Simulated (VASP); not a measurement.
Li, 17 atoms in the cell. The cell holds a slab with vacuum, 17 atoms: a = 6.980 Å, b = 6.045 Å, c = 20.403 Å, α = 90.00°, β = 90.00°, γ = 54.74°. 

- Program: VASP 6.6.1
- Task: single point
- Functional: PBE
- Potentials or basis: VASP PAW PBE potentials, release 64 (Li_sv)
- Cutoff: 520 eV
- k mesh: 4 × 4 × 1
- Occupations: fermi-dirac, width 0.05 eV
- Spin: no spin polarisation
- Dipole correction: no
- Further INCAR settings: LREAL = Auto; ALGO = Normal; EDIFF = 1e-07; NBANDS = 40

Potentials or basis: VASP PAW PBE potentials, release 64 (Li_sv).

Command:

```sh
$ cat potpaw_PBE.64/Li_sv/POTCAR > POTCAR
$ mpirun -np 1 vasp_std > vasp.out
```

Hardware: 1 thread of Intel(R) Xeon(R) 6975P-C (Granite Rapids), with other jobs on the host.

**Question.** How long does it take, and how much memory?

**Answer.** It took 8.4 min on 1 thread of Intel(R) Xeon(R) 6975P-C (Granite Rapids), on a shared host, peak memory 0.78 GiB. Counts: scf iterations 22, k points 10.
